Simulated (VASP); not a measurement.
Ag: single point with PBE

The system is Ag.

```
Ag
1.0
    -1.65565    1.65565    1.65565
     1.65565   -1.65565    1.65565
     1.65565    1.65565   -1.65565
Ag
1
Direct
  0.00000 0.00000 0.00000
```

* Program: VASP 6.6.1
* Task: single point
* Functional: PBE
* Potentials or basis: VASP PAW PBE potentials, release 64 (Ag)
* Cutoff: 520 eV
* k mesh: 11 × 11 × 11
* Occupations: gaussian, width 0.016 eV
* Spin: no spin polarisation

```
Pressure : -0.9 GPa
```

Levels at points of the mesh, in eV from the Fermi level:
| k point | band 3 | band 4 | band 5 | band 6 | band 7 | band 8 | band 9 | band 10 |
| --- | --- | --- | --- | --- | --- | --- | --- | --- |
| (0.00, 0.00, 0.00) | -4.66 | -4.66 | -3.46 | -3.46 | 17.79 | 17.79 | 17.79 | 23.15 |

Wall time 23 s on 1 thread of Intel Xeon 8259CL (shared host), peak memory 0.14 GiB.
